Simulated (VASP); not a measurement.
# SrTiO3 (Pm-3m) in VASP: elastic constants with LDA

Aim: the elastic constants of SrTiO3 with LDA.

All numbers are computed with VASP 6.6.1; they aren't measurements. Logs are shortened: lines on timing, memory, paths and dates and some standing lists are left out, and cuts for length are marked.

## Step 1: The cell of the first run

The structure is cubic, space group Pm-3m (No. 221). Conventional cell: a = 3.854 Å, b = 3.854 Å, c = 3.854 Å, α = 90.00°, β = 90.00°, γ = 90.00°. Sr (site symmetry m-3m) has 12 O at 2.73 Å and 8 Ti at 3.34 Å within 3.6 Å. Within 2.6 Å of Ti (site symmetry m-3m) lie 6 O at 1.93 Å. Within 2.6 Å of O (site symmetry 4/mmm) lie 2 Ti at 1.93 Å.

## Step 2: Elastic constants, LDA

The input, INCAR:

```
  ALGO = Normal
  EDIFF = 1E-8
  ENCUT = 600
  GGA = CA
  IBRION = 6
  ISIF = 3
  ISMEAR = 0
  LASPH = True
  LCHARG = True
  LREAL = False
  LWAVE = False
  NELM = 100
  NFREE = 2
  NSW = 1
  POTIM = 0.015
  PREC = Accurate
  SIGMA = 0.01
```

The input, KPOINTS:

```
k-points
0
Gamma
  8 8 8
```

The input, POSCAR:

```
SrTiO3
1.0
    3.8542178121      0.0000000000      0.0000000000
    0.0000000000      3.8542178121      0.0000000000
    0.0000000000      0.0000000000      3.8542178121
Sr Ti O
1 1 3
Direct
    0.5000000000      0.5000000000      0.5000000000
    0.0000000000      0.0000000000      0.0000000000
    0.5000000000      0.0000000000      0.0000000000
    0.0000000000      0.5000000000      0.0000000000
    0.0000000000      0.0000000000      0.5000000000
```

Potentials or basis: VASP PAW LDA potentials, release 64 (Sr_sv, Ti_sv, O).

Run with:

```console
$ cat potpaw_LDA.64/Sr_sv/POTCAR potpaw_LDA.64/Ti_sv/POTCAR potpaw_LDA.64/O/POTCAR > POTCAR
$ mpirun -np 1 vasp_std > vasp.out
```

OUTCAR:

```text
EDIFF = 1E-8
   ENCUT = 600
   GGA = CA
   IBRION = 6
   ISIF = 3
   ISMEAR = 0
   LASPH = True
   LREAL = False
   NELM = 100
   NFREE = 2
   NSW = 1
   POTIM = 0.015
   PREC = Accurate

 ion  position               nearest neighbor table
   1  0.500  0.500  0.500-   3 2.73   4 2.73   5 2.73   3 2.73   4 2.73   3 2.73   5 2.73   3 2.73
                             4 2.73   5 2.73   4 2.73   5 2.73   2 3.34   2 3.34   2 3.34   2 3.34
   2  0.000  0.000  0.000-   3 1.93   4 1.93   5 1.93   5 1.93   4 1.93   3 1.93   1 3.34   1 3.34
                             1 3.34   1 3.34   1 3.34   1 3.34   1 3.34   1 3.34
   3  0.500  0.000  0.000-   2 1.93   2 1.93   1 2.73   1 2.73   1 2.73   1 2.73
   4  0.000  0.500  0.000-   2 1.93   2 1.93   1 2.73   1 2.73   1 2.73   1 2.73
   5  0.000  0.000  0.500-   2 1.93   2 1.93   1 2.73   1 2.73   1 2.73   1 2.73

  LATTYP: Found a simple cubic cell.
 ALAT       =     3.8542178121

  Lattice vectors:

 A1 = (   3.8542178121,   0.0000000000,   0.0000000000)
 A2 = (   0.0000000000,   3.8542178121,   0.0000000000)
 A3 = (   0.0000000000,   0.0000000000,   3.8542178121)

Analysis of symmetry for initial positions (statically):
=====================================================================
 Subroutine PRICEL returns:
 Original cell was already a primitive cell.

 Routine SETGRP: Setting up the symmetry group for a
 simple cubic supercell.

 Subroutine GETGRP returns: Found 48 space group operations
 (whereof 48 operations were pure point group operations)
 out of a pool of 48 trial point group operations.

The static configuration has the point symmetry O_h .

Analysis of symmetry for dynamics (positions and initial velocities):
=====================================================================
 Subroutine PRICEL returns:
[... 1029 lines left out ...]
------------------------ aborting loop because EDIFF is reached ----------------------------------------

  FORCE on cell =-STRESS in cart. coord.  units (eV):
  Direction    XX          YY          ZZ          XY          YZ          ZX
  --------------------------------------------------------------------------------------
  -------------------------------------------------------------------------------------
  Total        0.3153596      0.3193275      0.3185907      0.0000000      0.0000000      0.0000000
  in kB        8.8248600      8.9358972      8.9152792      0.0000000      0.0000000      0.0000000
  external PRESSURE =       8.8920121 kB  Pullay stress =       0.0000000 kB
[... 20 lines left out ...]
  FREE ENERGIE OF THE ION-ELECTRON SYSTEM (eV)
  ---------------------------------------------------
  free  energy   TOTEN  =       -44.1828879393 eV

  energy  without entropy=      -44.1828879393  energy(sigma->0) =      -44.18288794

 INTERNAL STRAIN TENSORS FROM STRAINED CELLS
 ============================================

 INTERNAL STRAIN TENSOR FOR ION    1 for displacements in x,y,z  (eV/Angst):
          X           Y           Z          XY          YZ          ZX
  --------------------------------------------------------------------------------
  x     0.00000     0.00000     0.00000     0.00000     0.00000    -0.00000
  y     0.00000     0.00000     0.00000     0.00000     0.00000     0.00000
  z     0.00000     0.00000     0.00000     0.00000     0.00000     0.00000

 INTERNAL STRAIN TENSORS FROM DISPLACED ATOMS
 ============================================

 INTERNAL STRAIN TENSOR FOR ION    1 for displacements in x,y,z  (eV/Angst):
          X           Y           Z          XY          YZ          ZX
  --------------------------------------------------------------------------------
  x     0.00000     0.00000     0.00000     0.00000     0.00000     0.00000
  y     0.00000     0.00000     0.00000     0.00000     0.00000     0.00000
  z     0.00000     0.00000     0.00000     0.00000     0.00000     0.00000

 INTERNAL STRAIN TENSOR FOR ION    5 for displacements in x,y,z  (eV/Angst):
          X           Y           Z          XY          YZ          ZX
  --------------------------------------------------------------------------------
  x     0.00000     0.00000     0.00000     0.00000     0.00000     0.00000
  y     0.00000     0.00000     0.00000     0.00000     0.00000     0.00000
  z     0.00000     0.00000     0.00000     0.00000     0.00000     0.00000

 Eigenvectors and eigenvalues of the dynamical matrix
 ----------------------------------------------------

   1 f  =   16.963676 THz   106.585921 2PiTHz  565.847332 cm-1    70.156096 meV
             X         Y         Z           dx          dy          dz
      1.927109  1.927109  1.927109     0.000000   -0.000000   -0.026026
      0.000000  0.000000  0.000000     0.000000   -0.000000   -0.055600
      1.927109  0.000000  0.000000    -0.000000   -0.000000   -0.353580
      0.000000  1.927109  0.000000     0.000000    0.000000   -0.353580
      0.000000  0.000000  1.927109     0.000000   -0.000000    0.863825
[... 105 lines left out ...]
  15 f/i=    0.054697 THz     0.343673 2PiTHz    1.824503 cm-1     0.226209 meV
             X         Y         Z           dx          dy          dz
      1.927109  1.927109  1.927109    -0.450376    0.513095   -0.001730
      0.000000  0.000000  0.000000    -0.330621    0.376663   -0.001270
      1.927109  0.000000  0.000000    -0.201173    0.231463   -0.000780
      0.000000  1.927109  0.000000    -0.203170    0.229188   -0.000780
      0.000000  0.000000  1.927109    -0.203170    0.231463   -0.000773

--------------------------------------------------------------------------------------------------------

 ELASTIC MODULI CONTR FROM IONIC RELAXATION (kBar)
 Direction    XX          YY          ZZ          XY          YZ          ZX
 --------------------------------------------------------------------------------
 XX           0.0000      0.0000      0.0000      0.0000      0.0000      0.0000
 YY           0.0000      0.0000      0.0000      0.0000      0.0000      0.0000
 ZZ           0.0000      0.0000      0.0000      0.0000      0.0000      0.0000
 XY           0.0000      0.0000      0.0000      0.0000      0.0000      0.0000
 YZ           0.0000      0.0000      0.0000      0.0000      0.0000      0.0000
 ZX           0.0000      0.0000      0.0000      0.0000      0.0000      0.0000
 --------------------------------------------------------------------------------

 TOTAL ELASTIC MODULI (kBar)
 Direction    XX          YY          ZZ          XY          YZ          ZX
 --------------------------------------------------------------------------------
 XX        3891.5986   1105.3378   1105.3378      0.0000     -0.0000     -0.0000
 YY        1105.3378   3891.5986   1105.3378      0.0000      0.0000      0.0000
 ZZ        1105.3378   1105.3378   3891.5986      0.0000      0.0000      0.0000
 XY           0.0000      0.0000      0.0000   1191.3190      0.0000      0.0000
 YZ          -0.0000      0.0000      0.0000      0.0000   1191.3190      0.0000
 ZX          -0.0000      0.0000      0.0000      0.0000      0.0000   1191.3190
 --------------------------------------------------------------------------------
```

OSZICAR:

```text
N       E                     dE             d eps       ncg     rms          rms(c)
DAV:   1     0.459126725865E+03    0.45913E+03   -0.23209E+04  1680   0.201E+03
DAV:   2    -0.709621799750E+01   -0.46622E+03   -0.45920E+03  1992   0.521E+02
DAV:   3    -0.517135181205E+02   -0.44617E+02   -0.42952E+02  1984   0.151E+02
[... 279 lines left out ...]
DAV:   5    -0.441828904869E+02    0.12133E-05   -0.45929E-05  6896   0.679E-02    0.173E-02
DAV:   6    -0.441828888351E+02    0.16518E-05   -0.34825E-06  7968   0.163E-02    0.937E-03
DAV:   7    -0.441828878968E+02    0.93830E-06   -0.27031E-06  6784   0.134E-02    0.140E-03
DAV:   8    -0.441828879439E+02   -0.47154E-07   -0.64078E-07  6496   0.556E-03    0.111E-03
DAV:   9    -0.441828879393E+02    0.46916E-08   -0.21823E-08  5704   0.123E-03
  21 F= -.44182888E+02 E0= -.44182888E+02  d E =-.312700-109
```

Run time: 35 min. Hardware: 1 thread of Oxide Virtual Turin-like, shared host; peak memory 0.5 GiB.

What came out:

```
Elastic constants C11, C12, C44                         : 389, 111, 119 GPa
Voigt bulk modulus                                      : 203 GPa
Highest phonon frequency at Γ, LO-TO splitting left out : 566 cm⁻¹
```

Phonon frequencies in cm⁻¹ (negative: imaginary):
| q point | frequencies |
| --- | --- |
| (0.000, 0.000, 0.000) | -2 -2 -2 75 75 75 176 176 176 226 226 226 566 566 566 |

Elastic tensor in Voigt notation (GPa, in the Cartesian axes of the cell as first typed):
```
389 111 111   0   0   0
111 389 111   0   0   0
111 111 389   0   0   0
  0   0   0 119   0   0
  0   0   0   0 119   0
  0   0   0   0   0 119
```

Clamped-ion elastic tensor (GPa):
```
389 111 111   0   0   0
111 389 111   0   0   0
111 111 389   0   0   0
  0   0   0 119   0   0
  0   0   0   0 119   0
  0   0   0   0   0 119
```
